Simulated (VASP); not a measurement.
# GaP (I-4m2) in VASP: single point with r2SCAN

Aim: the single point of GaP with r2SCAN.

All numbers are computed with VASP 6.6.1; they aren't measurements. Logs are shortened: lines on timing, memory, paths and dates and some standing lists are left out, and cuts for length are marked.

## 1. The cell of the first run

The structure is tetragonal, space group I-4m2 (No. 119). Conventional cell: a = 3.654 Å, b = 3.654 Å, c = 5.687 Å, α = 90.00°, β = 90.00°, γ = 90.00°. Ga (site symmetry -4m2) has 4 P at 2.32 Å within 3.1 Å. P (site symmetry -4m2) has 4 Ga at 2.32 Å within 3.1 Å.

## 2. Single point, r2SCAN (epitaxial xy strain -5.2%)

Input file POSCAR:

```
GaP
1.0
    0.0000000000      2.5836785323      2.8436917576
    2.5836785323      0.0000000000      2.8436917576
    2.5836785323      2.5836785323      0.0000000000
Ga P
1 1
Direct
    0.0000000000      0.0000000000      0.0000000000
    0.2500000000      0.2500000000      0.2500000000
```

Input file INCAR.step1:

```
SYSTEM = GaP
PREC = Accurate
ENCUT = 520
ISMEAR = 0
SIGMA = 0.01
LREAL = .False.
LASPH = .True.
NELM = 100
NBANDS = 16
GGA = PE
ALGO = Normal
EDIFF = 1E-4
LWAVE = .True.
LCHARG = .False.
```

Input file INCAR.step2:

```
SYSTEM = GaP
PREC = Accurate
ENCUT = 520
EDIFF = 1E-6
ISMEAR = 0
SIGMA = 0.01
LREAL = .False.
LASPH = .True.
NELM = 100
ALGO = Normal
ISIF = 2
LWAVE = .False.
LCHARG = .False.
METAGGA = R2SCAN
LMIXTAU = .True.
NBANDS = 16
ISTART = 1
```

Input file KPOINTS:

```
regular mesh
0
Gamma
  8 8 8
  0 0 0
```

Potentials or basis: VASP PAW PBE potentials, release 64 (Ga_d, P).

Launch:

```bash
$ cat potpaw_PBE.64/Ga_d/POTCAR potpaw_PBE.64/P/POTCAR > POTCAR
$ cp INCAR.step1 INCAR
$ mpirun -np 1 vasp_std > vasp.out
$ cp INCAR.step2 INCAR
$ mpirun -np 1 vasp_std > vasp.out
```

OUTCAR:

```text
SYSTEM = GaP
   PREC = Accurate
   ENCUT = 520
   EDIFF = 1E-6
   ISMEAR = 0
   LREAL = .False.
   LASPH = .True.
   NELM = 100
   ISIF = 2
   METAGGA = R2SCAN
   ISTART = 1

 ion  position               nearest neighbor table
   1  0.000  0.000  0.000-   2 2.32   2 2.32   2 2.32   2 2.32
   2  0.250  0.250  0.250-   1 2.32   1 2.32   1 2.32   1 2.32

  LATTYP: Found a body centered tetragonal cell.
 ALAT       =     3.6538732212
 C/A-ratio  =     1.5565355367

  Lattice vectors:

 A1 = (  -2.5836785323,   0.0000000000,   2.8436917576)
 A2 = (   2.5836785323,   0.0000000000,   2.8436917576)
 A3 = (   0.0000000000,   2.5836785323,  -2.8436917576)

Analysis of symmetry for initial positions (statically):
=====================================================================
 Subroutine PRICEL returns:
 Original cell was already a primitive cell.

 Routine SETGRP: Setting up the symmetry group for a
 body centered tetragonal supercell.

 Subroutine GETGRP returns: Found  8 space group operations
 (whereof  8 operations were pure point group operations)
 out of a pool of 16 trial point group operations.

The static configuration has the point symmetry D_2d.

Analysis of symmetry for dynamics (positions and initial velocities):
=====================================================================
 Subroutine PRICEL returns:
 Original cell was already a primitive cell.

 Routine SETGRP: Setting up the symmetry group for a
 body centered tetragonal supercell.

 Subroutine GETGRP returns: Found  8 space group operations
 (whereof  8 operations were pure point group operations)
 out of a pool of 16 trial point group operations.

The dynamic configuration has the point symmetry D_2d.

 Subroutine INISYM returns: Found  8 space group operations
 (whereof  8 operations are pure point group operations),
 and found     1 'primitive' translations

----------------------------------------------------------------------------------------

                                     Primitive cell

  volume of cell :      37.9655

  direct lattice vectors                    reciprocal lattice vectors
     0.000000000  2.583678532  2.843691758    -0.193522528  0.193522528  0.175827777
     2.583678532  0.000000000  2.843691758     0.193522528 -0.193522528  0.175827777
     2.583678532  2.583678532  0.000000000     0.193522528  0.193522528 -0.175827777

  length of vectors
     3.842131904  3.842131904  3.653873221     0.325295780  0.325295780  0.325295780

  position of ions in fractional coordinates (direct lattice)
     0.000000000  0.000000000  0.000000000
     0.250000000  0.250000000  0.250000000

  ion indices of the primitive-cell ions
   primitive index   ion index
                 1           1
                 2           2

----------------------------------------------------------------------------------------

 KPOINTS: regular mesh

Automatic generation of k-mesh.
 Grid dimensions read from file:
 generate k-points for:    8    8    8

 Generating k-lattice:

  Cartesian coordinates                     Fractional coordinates (reciprocal lattice)
    -0.024190316  0.024190316  0.021978472     0.125000000  0.000000000  0.000000000
     0.024190316 -0.024190316  0.021978472     0.000000000  0.125000000  0.000000000
     0.024190316  0.024190316 -0.021978472     0.000000000  0.000000000  0.125000000

  Length of vectors
     0.040661973  0.040661973  0.040661973

  Shift w.r.t. Gamma in fractional coordinates (k-lattice)
     0.000000000  0.000000000  0.000000000

 Subroutine IBZKPT returns following result:
 ===========================================

 Found     59 irreducible k-points:

 Following reciprocal coordinates:
            Coordinates               Weight
  0.000000  0.000000  0.000000      1.000000
  0.125000  0.000000  0.000000      8.000000
  0.250000  0.000000  0.000000      8.000000
  0.375000  0.000000  0.000000      8.000000
  0.500000  0.000000  0.000000      4.000000
  0.125000  0.125000  0.000000      2.000000
[... 16 lines left out ...]
  0.250000  0.000000  0.125000     16.000000
  0.375000  0.000000  0.125000     16.000000
 [... further k-points ...]
   k-points           NKPTS =     59   k-points in BZ     NKDIM =     59   number of bands    NBANDS=     16
   number of dos      NEDOS =    301   number of ions     NIONS =      2
   total plane-waves  NPLWV =  25200
   dimension x,y,z NGX =    30 NGY =   30 NGZ =   28
   dimension x,y,z NGXF=    60 NGYF=   60 NGZF=   56
   ions per type =               1   1
   NGX,Y,Z   is equivalent  to a cutoff of  12.98, 12.98, 12.74 a.u.
   NGXF,Y,Z  is equivalent  to a cutoff of  25.96, 25.96, 25.48 a.u.
 SYSTEM =  GaP
   PREC   = accura    normal or accurate (medium, high low for compatibility)
   ISTART =      1    job   : 0-new  1-cont  2-samecut
   ICHARG =      0    charge: 1-file 2-atom 10-const
   ISPIN  =      1    spin polarized calculation?
   LNONCOLLINEAR =      F non collinear calculations
   LSORBIT =      F    spin-orbit coupling
   LASPH  =      T    aspherical Exc in radial PAW
   ENCUT  =  520.0 eV  38.22 Ry    6.18 a.u.   7.14  7.14  6.79*2*pi/ulx,y,z
   NELM   =    100;   NELMIN=  2; NELMDL=  0     # of ELM steps
   EDIFF  = 0.1E-05   stopping-criterion for ELM
   LREAL  =      F    real-space projection
   EDIFFG = 0.1E-04   stopping-criterion for IOM
   NSW    =      0    number of steps for IOM
   IBRION =     -1    ionic relax: 0-MD 1-quasi-New 2-CG
   NFREE  =      0    steps in history (QN), initial steepest desc. (CG)
   ISIF   =      2    stress and relaxation
   ISYM   =      2    0-nonsym 1-usesym 2-fastsym
   POTIM  = 0.5000    time-step for ionic-motion
   TEBEG  =    0.0;   TEEND  =   0.0 temperature during run
   PSTRESS=    0.0 pullay stress
   NELECT =      18.0000    total number of electrons
   NUPDOWN=      -1.0000    fix difference up-down
   EMIN   =  10.00;   EMAX   =-10.00  energy-range for DOS
   EFERMI =   0.00;   METHOD = LEGACY
   ISMEAR =     0;   SIGMA  =   0.01  broadening in eV -4-tet -1-fermi 0-gaus
   EFERMI_NEDOS =   21; number of points for ismear=-14 and -15
   IALGO  =     38    algorithm
   IMIX   =      4    mixing-type and parameters
     AMIX     =   0.40;   BMIX     =  1.00
     AMIX_MAG =   1.60;   BMIX_MAG =  1.00
  volume/ion in A,a.u.               =      18.98       128.10
  Fermi-wavevector in a.u.,A,eV,Ry     =   1.276544  2.412319 22.171578  1.629565
  Thomas-Fermi vector in A             =   2.409194
   LORBIT       =      0    0 simple, 1 ext, 2 COOP (PROOUT), +10 PAW based schemes
   METAGGA = R2SCAN    functional components
   LHFCALC =     F    Hartree Fock is set to
   AEXX    =    0.0000 exact exchange contribution
   IVDW    =     0    specifies the selected vdW correction
   LEPSILON=     F    determine dielectric tensor
   LRPA    =     F    only Hartree local field effects (RPA)
 non-spin polarized calculation
 Gauss-broadening in eV      SIGMA  =   0.01
  energy-cutoff  :      520.00
  volume of cell :       37.97
 maximum number of plane-waves:      1044
 NGX is ok and might be reduce to    30
   NGX = 15   NGY = 15   NGZ = 13

 number of electron      18.0000000 magnetization

 Free energy of the ion-electron system (eV)
  ---------------------------------------------------
  ext. energy  EPLUGINS =         0.00000000
  ---------------------------------------------------
  free energy    TOTEN  =       -21.34705197 eV

  energy without entropy =      -21.34705197  energy(sigma->0) =      -21.34705197

 E-fermi :   5.5251     XC(G=0): -10.8735

 val. band max:        5.3798945677   @ k =   0.0000   0.0000   0.0000
 cond. band min:       6.6639806222   @ k =   0.3750   0.0000   0.3750
 fundamental gap:      1.2840860545
 Fermi energy:         5.5250569517

 k-point     1 :       0.0000    0.0000    0.0000
  band No.  band energies     occupation
      1      -9.9934      2.00000
      2      -9.9616      2.00000
      3      -9.9612      2.00000
      4      -9.8447      2.00000
      5      -9.8400      2.00000
      6      -8.3695      2.00000
[... 8 lines left out ...]
     15      15.1213      0.00000
     16      16.4840      0.00000

 k-point     2 :       0.1250    0.0000    0.0000
  band No.  band energies     occupation
      1     -10.0010      2.00000
      2      -9.9700      2.00000
      3      -9.9558      2.00000
      4      -9.8460      2.00000
      5      -9.8376      2.00000
      6      -8.1361      2.00000
[... 8 lines left out ...]
     15      15.6069      0.00000
     16      15.9521      0.00000

 k-point     3 :       0.2500    0.0000    0.0000
  band No.  band energies     occupation
      1     -10.0403      2.00000
      2      -9.9626      2.00000
      3      -9.9433      2.00000
      4      -9.8478      2.00000
      5      -9.8307      2.00000
      6      -7.4794      2.00000
[... 8 lines left out ...]
     15      14.9892      0.00000
     16      16.2379      0.00000

 k-point     4 :       0.3750    0.0000    0.0000
  band No.  band energies     occupation
      1     -10.0769      2.00000
      2      -9.9532      2.00000
      3      -9.9333      2.00000
      4      -9.8470      2.00000
      5      -9.8209      2.00000
      6      -6.5574      2.00000
[... 8 lines left out ...]
     15      15.8832      0.00000
     16      16.8803      0.00000
[... 324 lines left out ...]
 k-point    22 :       0.1250    0.0000    0.1250
  band No.  band energies     occupation
      1      -9.9982      2.00000
      2      -9.9787      2.00000
      3      -9.9518      2.00000
      4      -9.8512      2.00000
      5      -9.8346      2.00000
      6      -8.0413      2.00000
[... 8 lines left out ...]
     15      15.0789      0.00000
     16      16.5533      0.00000

 k-point    23 :       0.2500    0.0000    0.1250
  band No.  band energies     occupation
      1     -10.0372      2.00000
      2      -9.9612      2.00000
      3      -9.9410      2.00000
      4      -9.8572      2.00000
      5      -9.8280      2.00000
      6      -7.5114      2.00000
[... 8 lines left out ...]
     15      15.3140      0.00000
     16      17.5009      0.00000

 k-point    24 :       0.3750    0.0000    0.1250
  band No.  band energies     occupation
      1     -10.0731      2.00000
      2      -9.9474      2.00000
      3      -9.9312      2.00000
      4      -9.8578      2.00000
      5      -9.8202      2.00000
      6      -6.6527      2.00000
[... 8 lines left out ...]
     15      16.4371      0.00000
     16      17.6464      0.00000

 [... further k-points ...]
[... 5 lines left out ...]
  --------------------------------------------------------------------------------------
  -------------------------------------------------------------------------------------
  Total        2.2289618      2.2289618     -0.0090273      0.0000000      0.0000000     -0.0000000
  in kB       94.0640640     94.0640640     -0.3809607      0.0000000      0.0000000     -0.0000000
  external PRESSURE =      62.5823891 kB  Pullay stress =       0.0000000 kB

 VOLUME and BASIS-vectors are now :
 -----------------------------------------------------------------------------
  energy-cutoff  :      520.00
  volume of cell :       37.97
      direct lattice vectors                 reciprocal lattice vectors
     0.000000000  2.583678532  2.843691758    -0.193522528  0.193522528  0.175827777
     2.583678532  0.000000000  2.843691758     0.193522528 -0.193522528  0.175827777
     2.583678532  2.583678532  0.000000000     0.193522528  0.193522528 -0.175827777

 POSITION                                       TOTAL-FORCE (eV/Angst)
 -----------------------------------------------------------------------------------
      0.00000      0.00000      0.00000        -0.000000     -0.000000      0.000000
      1.29184      1.29184      1.42185         0.000000      0.000000     -0.000000
 -----------------------------------------------------------------------------------
    total drift:                                0.000097      0.000097      0.000476

  FREE ENERGIE OF THE ION-ELECTRON SYSTEM (eV)
  ---------------------------------------------------
  free  energy   TOTEN  =       -21.3470519689 eV

  energy  without entropy=      -21.3470519689  energy(sigma->0) =      -21.34705197
```

Run time: 71 s. Hardware: 1 thread of Intel Xeon 6975P-C (Granite Rapids), shared host; peak memory 0.18 GiB.

Results:

- Free energy: -21.3471 eV
- Pressure: 6.3 GPa
- Band gap on the k mesh: 1.28 eV, indirect (least direct gap 2.59 eV)

Levels at points of the mesh, in eV from the valence-band top:
```
           k point  band 7  band 8  band 9  band 10  band 11  band 12
(0.00, 0.00, 0.00)   -0.70    0.00    0.00     2.59     3.92     3.92
(0.50, 0.00, 0.00)   -7.45   -1.96   -1.01     1.74     4.73     5.23
(0.50, 0.50, 0.00)   -7.96   -2.74   -2.74     2.10     2.48    11.66
(0.50, 0.00, 0.50)   -7.25   -3.51   -3.43     1.32     1.50    10.79
```

Caveat: the cell differs from its parent crystal (epitaxial xy strain -5.2%); the PAW data sets were made with another functional, which shifts forces and pressure a little. A k mesh can miss the band edges.
